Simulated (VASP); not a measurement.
# InO in VASP: further runs

InO is run at these levels: PBE; tasks: single point.

All numbers are computed with VASP 6.6.1; they aren't measurements. Logs are shortened: lines on timing, memory, paths and dates and some standing lists are left out, and cuts for length are marked.

### 1 The cell of the first run

The cell holds a slab with vacuum, 4 atoms: a = 3.454 Å, b = 3.454 Å, c = 14.607 Å, α = 90.00°, β = 90.00°, γ = 120.00°.

### 2 Single point, PBE (strain +0.000 along x and y, -0.080 along z)

The input, INCAR:

```
SYSTEM = InO
ALGO = Normal
EDIFF = 1E-6
ENCUT = 520
GGA = PE
ISIF = 2
ISMEAR = 0
LASPH = .TRUE.
LCHARG = .FALSE.
LREAL = .FALSE.
LWAVE = .FALSE.
NBANDS = 27
NELM = 80
PREC = Accurate
SIGMA = 0.03
```

The input, KPOINTS:

```
k-points
0
G
  12 12 2
  0 0 0
```

The input, POSCAR:

```
InO
1.0
    3.4536138013      0.0000000000      0.0000000000
   -1.7268069007      2.9909172868      0.0000000000
    0.0000000000      0.0000000000     14.6069320000
In O
2 2
Direct
    0.6666666667      0.3333333333      0.5900210000
    0.6666666667      0.3333333333      0.4099790000
    0.0000000000      0.0000000000      0.6398670000
    0.0000000000      0.0000000000      0.3601330000
```

Potentials or basis: VASP PAW PBE potentials, release 64 (In_d, O).

On the command line:

```sh
$ cat potpaw_PBE.64/In_d/POTCAR potpaw_PBE.64/O/POTCAR > POTCAR
$ mpirun -np 1 vasp_std > vasp.out
```

OUTCAR:

```text
SYSTEM = InO
   EDIFF = 1E-6
   ENCUT = 520
   GGA = PE
   ISIF = 2
   ISMEAR = 0
   LASPH = .TRUE.
   LREAL = .FALSE.
   NELM = 80
   PREC = Accurate

 ion  position               nearest neighbor table
   1  0.667  0.333  0.590-   3 2.12   3 2.12   3 2.12   2 2.63
   2  0.667  0.333  0.410-   4 2.12   4 2.12   4 2.12   1 2.63
   3  0.000  0.000  0.640-   1 2.12   1 2.12   1 2.12
   4  0.000  0.000  0.360-   2 2.12   2 2.12   2 2.12

  LATTYP: Found a hexagonal cell.
 ALAT       =     3.4536138013
 C/A-ratio  =     4.2294630611

  Lattice vectors:

 A1 = (   3.4536138013,   0.0000000000,   0.0000000000)
 A2 = (  -1.7268069007,   2.9909172868,   0.0000000000)
 A3 = (   0.0000000000,   0.0000000000,  14.6069320000)

Analysis of symmetry for initial positions (statically):
=====================================================================
 Subroutine PRICEL returns:
 Original cell was already a primitive cell.

 Routine SETGRP: Setting up the symmetry group for a
 hexagonal supercell.

 Subroutine GETGRP returns: Found 12 space group operations
 (whereof 12 operations were pure point group operations)
 out of a pool of 24 trial point group operations.

The static configuration has the point symmetry D_3h.

Analysis of symmetry for dynamics (positions and initial velocities):
=====================================================================
 Subroutine PRICEL returns:
 Original cell was already a primitive cell.

 Routine SETGRP: Setting up the symmetry group for a
 hexagonal supercell.

 Subroutine GETGRP returns: Found 12 space group operations
 (whereof 12 operations were pure point group operations)
 out of a pool of 24 trial point group operations.

The dynamic configuration has the point symmetry D_3h.

 Subroutine INISYM returns: Found 12 space group operations
 (whereof 12 operations are pure point group operations),
 and found     1 'primitive' translations

----------------------------------------------------------------------------------------

                                     Primitive cell

  volume of cell :     150.8819

  direct lattice vectors                    reciprocal lattice vectors
     3.453613801  0.000000000  0.000000000     0.289551773  0.167172794  0.000000000
    -1.726806901  2.990917287  0.000000000     0.000000000  0.334345588  0.000000000
     0.000000000  0.000000000 14.606932000     0.000000000  0.000000000  0.068460646

  length of vectors
     3.453613801  3.453613801 14.606932000     0.334345588  0.334345588  0.068460646

  position of ions in fractional coordinates (direct lattice)
     0.666666667  0.333333333  0.590021000
     0.666666667  0.333333333  0.409979000
     0.000000000  0.000000000  0.639867000
     0.000000000  0.000000000  0.360133000

  ion indices of the primitive-cell ions
   primitive index   ion index
                 1           1
                 2           2
                 3           3
                 4           4

----------------------------------------------------------------------------------------

 KPOINTS: k-points

Automatic generation of k-mesh.
 Grid dimensions read from file:
 generate k-points for:   12   12    2

 Generating k-lattice:

  Cartesian coordinates                     Fractional coordinates (reciprocal lattice)
     0.024129314  0.013931066  0.000000000     0.083333333  0.000000000  0.000000000
     0.000000000  0.027862132  0.000000000     0.000000000  0.083333333  0.000000000
     0.000000000  0.000000000  0.034230323     0.000000000  0.000000000  0.500000000

  Length of vectors
     0.027862132  0.027862132  0.034230323

  Shift w.r.t. Gamma in fractional coordinates (k-lattice)
     0.000000000  0.000000000  0.000000000

 Subroutine IBZKPT returns following result:
 ===========================================

 Found     38 irreducible k-points:

 Following reciprocal coordinates:
            Coordinates               Weight
  0.000000  0.000000  0.000000      1.000000
  0.083333  0.000000  0.000000      6.000000
  0.166667  0.000000  0.000000      6.000000
  0.250000  0.000000  0.000000      6.000000
  0.333333  0.000000  0.000000      6.000000
  0.416667  0.000000  0.000000      6.000000
[... 16 lines left out ...]
  0.250000  0.000000  0.500000      6.000000
  0.333333  0.000000  0.500000      6.000000
 [... further k-points ...]
   k-points           NKPTS =     38   k-points in BZ     NKDIM =     38   number of bands    NBANDS=     27
   number of dos      NEDOS =    301   number of ions     NIONS =      4
   total plane-waves  NPLWV =  87808
   dimension x,y,z NGX =    28 NGY =   28 NGZ =  112
   dimension x,y,z NGXF=    56 NGYF=   56 NGZF=  224
   ions per type =               2   2
   NGX,Y,Z   is equivalent  to a cutoff of  13.48, 13.48, 12.75 a.u.
   NGXF,Y,Z  is equivalent  to a cutoff of  26.96, 26.96, 25.49 a.u.
 SYSTEM =  InO
   PREC   = accura    normal or accurate (medium, high low for compatibility)
   ISTART =      0    job   : 0-new  1-cont  2-samecut
   ICHARG =      2    charge: 1-file 2-atom 10-const
   ISPIN  =      1    spin polarized calculation?
   LNONCOLLINEAR =      F non collinear calculations
   LSORBIT =      F    spin-orbit coupling
   LASPH  =      T    aspherical Exc in radial PAW
   ENCUT  =  520.0 eV  38.22 Ry    6.18 a.u.   6.42  6.42 27.16*2*pi/ulx,y,z
   NELM   =     80;   NELMIN=  2; NELMDL= -5     # of ELM steps
   EDIFF  = 0.1E-05   stopping-criterion for ELM
   LREAL  =      F    real-space projection
   EDIFFG = 0.1E-04   stopping-criterion for IOM
   NSW    =      0    number of steps for IOM
   IBRION =     -1    ionic relax: 0-MD 1-quasi-New 2-CG
   NFREE  =      0    steps in history (QN), initial steepest desc. (CG)
   ISIF   =      2    stress and relaxation
   ISYM   =      2    0-nonsym 1-usesym 2-fastsym
   POTIM  = 0.5000    time-step for ionic-motion
   TEBEG  =    0.0;   TEEND  =   0.0 temperature during run
   PSTRESS=    0.0 pullay stress
   NELECT =      38.0000    total number of electrons
   NUPDOWN=      -1.0000    fix difference up-down
   EMIN   =  10.00;   EMAX   =-10.00  energy-range for DOS
   EFERMI =   0.00;   METHOD = LEGACY
   ISMEAR =     0;   SIGMA  =   0.03  broadening in eV -4-tet -1-fermi 0-gaus
   EFERMI_NEDOS =   21; number of points for ismear=-14 and -15
   IALGO  =     38    algorithm
   IMIX   =      4    mixing-type and parameters
     AMIX     =   0.40;   BMIX     =  1.00
     AMIX_MAG =   1.60;   BMIX_MAG =  1.00
  volume/ion in A,a.u.               =      37.72       254.55
  Fermi-wavevector in a.u.,A,eV,Ry     =   1.033849  1.953691 14.542493  1.068843
  Thomas-Fermi vector in A             =   2.168115
   LORBIT       =      0    0 simple, 1 ext, 2 COOP (PROOUT), +10 PAW based schemes
   GGA     = PE    functional components
   LHFCALC =     F    Hartree Fock is set to
   AEXX    =    0.0000 exact exchange contribution
   IVDW    =     0    specifies the selected vdW correction
   LEPSILON=     F    determine dielectric tensor
   LRPA    =     F    only Hartree local field effects (RPA)
 non-spin polarized calculation
 Gauss-broadening in eV      SIGMA  =   0.03
  energy-cutoff  :      520.00
  volume of cell :      150.88
 maximum number of plane-waves:      4102
 NGX is ok and might be reduce to    28
   NGX = 13   NGY = 13   NGZ = 55

 number of electron      37.9999992 magnetization

 Free energy of the ion-electron system (eV)
  ---------------------------------------------------
  ext. energy  EPLUGINS =         0.00000000
  ---------------------------------------------------
  free energy    TOTEN  =       -19.23726482 eV

  energy without entropy =      -19.23726482  energy(sigma->0) =      -19.23726482

 E-fermi :  -1.0760     XC(G=0):  -5.1941

 val. band max:       -1.2343099936   @ k =   0.3333   0.3333   0.5000
 cond. band min:      -0.6258597757   @ k =   0.0000   0.0000   0.5000
 fundamental gap:      0.6084502179
 Fermi energy:        -1.0760281085

 k-point     1 :       0.0000    0.0000    0.0000
  band No.  band energies     occupation
      1     -18.9208      2.00000
      2     -18.8810      2.00000
      3     -14.8531      2.00000
      4     -14.7413      2.00000
      5     -14.7413      2.00000
      6     -14.6464      2.00000
[... 19 lines left out ...]
     26       7.9419      0.00000
     27       7.9419      0.00000

 k-point     2 :       0.0833    0.0000    0.0000
  band No.  band energies     occupation
      1     -18.9092      2.00000
      2     -18.8714      2.00000
      3     -14.8930      2.00000
      4     -14.7269      2.00000
      5     -14.6656      2.00000
      6     -14.6269      2.00000
[... 19 lines left out ...]
     26       7.8515      0.00000
     27       7.9084      0.00000

 k-point     3 :       0.1667    0.0000    0.0000
  band No.  band energies     occupation
      1     -18.8795      2.00000
      2     -18.8464      2.00000
      3     -14.9306      2.00000
      4     -14.6945      2.00000
      5     -14.5736      2.00000
      6     -14.5681      2.00000
[... 19 lines left out ...]
     26       7.7281      0.00000
     27       7.9228      0.00000

 k-point     4 :       0.2500    0.0000    0.0000
  band No.  band energies     occupation
      1     -18.8443      2.00000
      2     -18.8165      2.00000
      3     -14.9412      2.00000
      4     -14.6697      2.00000
      5     -14.6029      2.00000
      6     -14.5015      2.00000
[... 19 lines left out ...]
     26       7.4162      0.00000
     27       8.1684      0.00000
[... 516 lines left out ...]
      4     -14.6945      2.00000
      5     -14.5736      2.00000
      6     -14.5681      2.00000
[... 19 lines left out ...]
     26       7.6420      0.00000
     27       8.3532      0.00000

 k-point    23 :       0.2500    0.0000    0.5000
  band No.  band energies     occupation
      1     -18.8443      2.00000
      2     -18.8166      2.00000
      3     -14.9412      2.00000
      4     -14.6697      2.00000
      5     -14.6029      2.00000
      6     -14.5015      2.00000
[... 19 lines left out ...]
     26       7.4162      0.00000
     27       7.5901      0.00000

 k-point    24 :       0.3333    0.0000    0.5000
  band No.  band energies     occupation
      1     -18.8153      2.00000
      2     -18.7915      2.00000
      3     -14.9351      2.00000
      4     -14.6626      2.00000
      5     -14.6400      2.00000
      6     -14.4330      2.00000
[... 19 lines left out ...]
     26       7.2356      0.00000
     27       7.9294      0.00000

 [... further k-points ...]

------------------------ aborting loop because EDIFF is reached ----------------------------------------

  FORCE on cell =-STRESS in cart. coord.  units (eV):
  Direction    XX          YY          ZZ          XY          YZ          ZX
  --------------------------------------------------------------------------------------
  -------------------------------------------------------------------------------------
  Total        1.1684903      1.1684903      4.7447446     -0.0000000      0.0000000      0.0000000
  in kB       12.4079062     12.4079062     50.3832574     -0.0000000      0.0000000      0.0000000
  external PRESSURE =      25.0663566 kB  Pullay stress =       0.0000000 kB

 VOLUME and BASIS-vectors are now :
 -----------------------------------------------------------------------------
  energy-cutoff  :      520.00
  volume of cell :      150.88
      direct lattice vectors                 reciprocal lattice vectors
     3.453613801  0.000000000  0.000000000     0.289551773  0.167172794  0.000000000
    -1.726806901  2.990917287  0.000000000     0.000000000  0.334345588  0.000000000
     0.000000000  0.000000000 14.606932000     0.000000000  0.000000000  0.068460646

 POSITION                                       TOTAL-FORCE (eV/Angst)
 -----------------------------------------------------------------------------------
      1.72681      0.99697      8.61840         0.000000      0.000000      0.981327
      1.72681      0.99697      5.98854        -0.000000      0.000000     -0.981327
      0.00000      0.00000      9.34649         0.000000     -0.000000      0.545134
      0.00000      0.00000      5.26044         0.000000     -0.000000     -0.545134
 -----------------------------------------------------------------------------------
    total drift:                                0.000001     -0.000000      0.000000

  FREE ENERGIE OF THE ION-ELECTRON SYSTEM (eV)
  ---------------------------------------------------
  free  energy   TOTEN  =       -19.2372648230 eV

  energy  without entropy=      -19.2372648230  energy(sigma->0) =      -19.23726482
```

It took 1.7 min on 1 thread of Intel Xeon 6975P-C (Granite Rapids), shared host; peak memory 0.34 GiB.

Results:

* Free energy: -19.2373 eV
* Largest force: 0.981 eV/Å
* Band gap on the k mesh: 0.61 eV (least direct gap 1.24 eV)

Forces in eV/Å, atoms in the order of the input:
```
In   0.000  0.000  0.981
In   0.000  0.000 -0.981
O    0.000  0.000  0.545
O    0.000  0.000 -0.545
```

Caveat: the cell differs from its parent crystal (strain +0.000 along x and y, -0.080 along z); spin-orbit coupling is left out, which moves the levels of the heavy elements.

### 3 Single point, PBE (strain -0.040 along x and y, +0.000 along z)

INCAR is that of step 2.

KPOINTS is that of step 2.

The input, POSCAR:

```
InO
1.0
    3.3154692493      0.0000000000      0.0000000000
   -1.6577346247      2.8712805953      0.0000000000
    0.0000000000      0.0000000000     15.8771000000
In O
2 2
Direct
    0.6666666667      0.3333333333      0.5900210000
    0.6666666667      0.3333333333      0.4099790000
    0.0000000000      0.0000000000      0.6398670000
    0.0000000000      0.0000000000      0.3601330000
```

Potentials or basis: VASP PAW PBE potentials, release 64 (In_d, O).

On the command line:

```sh
$ cat potpaw_PBE.64/In_d/POTCAR potpaw_PBE.64/O/POTCAR > POTCAR
$ mpirun -np 1 vasp_std > vasp.out
```

Run time: 2 min. Hardware: 1 thread of Intel Xeon 6975P-C (Granite Rapids), shared host; peak memory 0.36 GiB.

Results (log left out):

```yaml
Free_energy: -19.1868 eV
Largest_force: 0.881 eV/Å
Band_gap_on_the_k_mesh: 0.31 eV (least direct gap 1.42 eV)
```

Forces on the atoms (eV/Å):
```
In   0.000  0.000 -0.881
In   0.000  0.000  0.881
O    0.000  0.000  0.865
O    0.000  0.000 -0.865
```

Levels at points of the mesh, in eV from the valence-band top:
```
           k point  band 17  band 18  band 19  band 20  band 21  band 22
(0.00, 0.00, 0.00)    -1.97    -1.97    -1.11     0.31     3.32     5.88
(0.50, 0.00, 0.00)    -2.93    -2.51    -0.39     2.18     4.53     5.26
(0.00, 0.00, 0.50)    -1.97    -1.97    -1.11     0.31     3.32     5.66
(0.50, 0.00, 0.50)    -2.93    -2.51    -0.39     2.18     4.53     5.26
```

Caveat: the cell differs from its parent crystal (strain -0.040 along x and y, +0.000 along z); spin-orbit coupling is left out, which moves the levels of the heavy elements.
